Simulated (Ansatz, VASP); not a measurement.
**NaNb2: VASP beside Ansatz**

INCAR

```
PREC     = Accurate       # precision mode
ENCUT    = 600            # plane-wave cutoff, eV
EDIFF    = 1E-6           # SCF threshold, eV
ISMEAR   = 0              # smearing method
SIGMA    = 0.1            # smearing width, eV
LREAL    = F              # projectors in reciprocal space
LASPH    = T              # aspherical terms in the spheres
NELM     = 100            # most SCF steps
ALGO     = Fast           # electronic algorithm
ISIF     = 3              # what is computed and relaxed
LWAVE    = F              # write WAVECAR
LCHARG   = F              # write CHGCAR
GGA      = PE             # functional
IBRION   = 2              # ionic algorithm
NSW      = 100            # ionic steps
EDIFFG   = -0.01          # ionic threshold
```

KPOINTS

```
regular mesh
0
Gamma
  12 12 12
```

POSCAR

```
NaNb2
1.0
    0.0000000000      3.1666454277      3.1666454277
    3.1666454277      0.0000000000      3.1666454277
    3.1666454277      3.1666454277      0.0000000000
Na Nb
1 2
Direct
    0.0000000000      0.0000000000      0.0000000000
    0.2500000000      0.2500000000      0.2500000000
    0.7500000000      0.7500000000      0.7500000000
```

Input for Ansatz:

```yaml
crystal:
  lattice:
    - [0.0, 3.1666454277, 3.1666454277]
    - [3.1666454277, 0.0, 3.1666454277]
    - [3.1666454277, 3.1666454277, 0.0]
  atoms:
    - { symbol: Na, position: [0.0, 0.0, 0.0] }
    - { symbol: Nb, position: [0.25, 0.25, 0.25] }
    - { symbol: Nb, position: [0.75, 0.75, 0.75] }
basis:
  ecutwfc: 420
kpoints:
  mp_grid: { grid: [12, 12, 12] }
hamiltonian:
  xc: pbe
scf:
  occupations: { method: gaussian, width: 0.1 }
output:
  forces: true
  stress: true
  eigenvalues: true
relax:
  adjacent_minimum: "off"
  f_tol: 0.01
  max_steps: 80
  cell: { stress_tol: 0.05 }
```

Alike in both runs: task relaxation of cell and atoms; functional PBE; k mesh 12 × 12 × 12; occupations gaussian, width 0.1 eV; no spin polarisation.

|  | VASP | Ansatz |
| --- | --- | --- |
| version | VASP 6.6.1 | Ansatz 0.2.0 |
| potentials or method | VASP PAW PBE potentials, release 64 (Na_pv, Nb_sv), cutoff 600 eV | scalar-relativistic, plane waves, PAW |
| valence electrons in the cell | 33 | 35 |

|  | VASP | Ansatz | Ansatz less VASP |
| --- | --- | --- | --- |
| gap on the k mesh at the Fermi level, each at its own relaxed structure (eV) | none | none | - |
| relaxed volume (Å³/atom) | 21.17 | 21.17 | 0.000 |
| relaxed length of the cell vector where the two differ most in proportion (Å) | 4.478 | 4.478 | 0.0000 |

A gap of «none» marks a metal or a gap that the smearing closes. VASP's potentials hold 33 valence electrons a cell and Ansatz's 35, so a difference there can come from the potentials and not from the codes.

Noted on VASP's run: the relaxation stopped at its first step, so nothing moved.
